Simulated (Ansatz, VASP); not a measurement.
# SnSe2 in VASP and in Ansatz

```
Sn Se
1.0
     3.62325    0.00000    0.00000
    -1.81163    3.13783    0.00000
     0.00000    0.00000    5.67062
Sn Se
1 2
Direct
  0.00000 0.00000 0.00000
  0.33333 0.66667 0.26513
  0.66667 0.33333 0.73487
```

Alike in both runs: task single point; functional PBE; dispersion D3(BJ); k mesh 12 × 12 × 6; occupations gaussian, width 0.03 eV; no spin polarisation.

|  | VASP | Ansatz |
| --- | --- | --- |
| version | VASP 6.6.1 | Ansatz 0.2.0 |
| potentials or method | VASP PAW PBE potentials, release 64 (Sn_d, Se), cutoff 500 eV | scalar-relativistic, plane waves, PAW |
| valence electrons in the cell | 26 | 46 |

|  | VASP | Ansatz | Ansatz less VASP |
| --- | --- | --- | --- |
| gap on the k mesh at the Fermi level (eV) | 0.48 | 0.49 | +0.010 |
| least direct gap on the mesh (eV) | 1.59 | 1.60 | +0.005 |
| pressure (GPa) | 17.8 | 17.6 | -0.18 |
| traceless stress, the component that is largest in VASP (GPa) | 0.18 | 0.16 | -0.016 |
| rms of the force components (eV/Å) | 0.856 | 0.843 | -0.0129 |

Atom by atom the forces differ by 0.013 eV/Å (rms over components). VASP's potentials hold 26 valence electrons a cell and Ansatz's 46, so a difference there can come from the potentials and not from the codes.
